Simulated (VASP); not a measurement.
Set up this calculation in VASP 6.6.1, as the native input.

```yaml
Task: single point
Functional: r2SCAN
Potentials_or_basis: VASP PAW PBE potentials, release 64 (Te)
Cutoff: 520 eV
k_mesh: 15 × 15 × 15
Occupations: gaussian, width 0.1 eV
Spin: no spin polarisation
Dipole_correction: no
Further_INCAR_settings: ALGO = Normal; EDIFF = 1e-06; NBANDS = 9
```

Crystal: Te.

```
Te
1.0
     2.33280    1.34684    1.61157
    -2.33280    1.34684    1.61157
     0.00000   -2.69369    1.61157
Te
1
Direct
  0.50000 0.50000 0.50000
```

These files were run (other wordings do the same):

POSCAR

```
Te
1.0
    2.3328004612      1.3468429743      1.6115739557
   -2.3328004612      1.3468429743      1.6115739557
    0.0000000000     -2.6936859485      1.6115739557
Te
1
Direct
    0.5000000000      0.5000000000      0.5000000000
```

INCAR.step1

```
  PREC = Accurate
  ENCUT = 520
  ISMEAR = 0
  SIGMA = 0.1
  LREAL = False
  LASPH = True
  NELM = 60
  NBANDS = 9
  GGA = PE
  ALGO = Normal
  EDIFF = 1E-4
  LWAVE = True
  LCHARG = False
```

INCAR.step2

```
  PREC = Accurate
  ENCUT = 520
  EDIFF = 1E-6
  ISMEAR = 0
  SIGMA = 0.1
  LREAL = False
  LASPH = True
  NELM = 60
  ALGO = Normal
  ISIF = 2
  LWAVE = False
  LCHARG = False
  METAGGA = R2SCAN
  LMIXTAU = True
  NBANDS = 9
  ISTART = 1
```

KPOINTS

```
regular mesh
0
Gamma
  15 15 15
```

Potentials or basis: VASP PAW PBE potentials, release 64 (Te).

The run is started by

```console
$ cat potpaw_PBE.64/Te/POTCAR > POTCAR
$ cp INCAR.step1 INCAR
$ mpirun -np 1 vasp_std > vasp.out
$ cp INCAR.step2 INCAR
$ mpirun -np 1 vasp_std > vasp.out
```

It gave:

The pressure is 2.7 GPa and the band gap on the k mesh is zero (bands 3 and 4 overlap by 4.98 eV).

Caveat: the PAW data sets were made with another functional, which shifts forces and pressure a little; spin-orbit coupling is left out, which moves the levels of the heavy elements.

Wall time 2.3 min on 1 thread of AMD EPYC 9R45 96-Core Processor (Zen 5), on a shared host, peak memory 0.18 GiB.
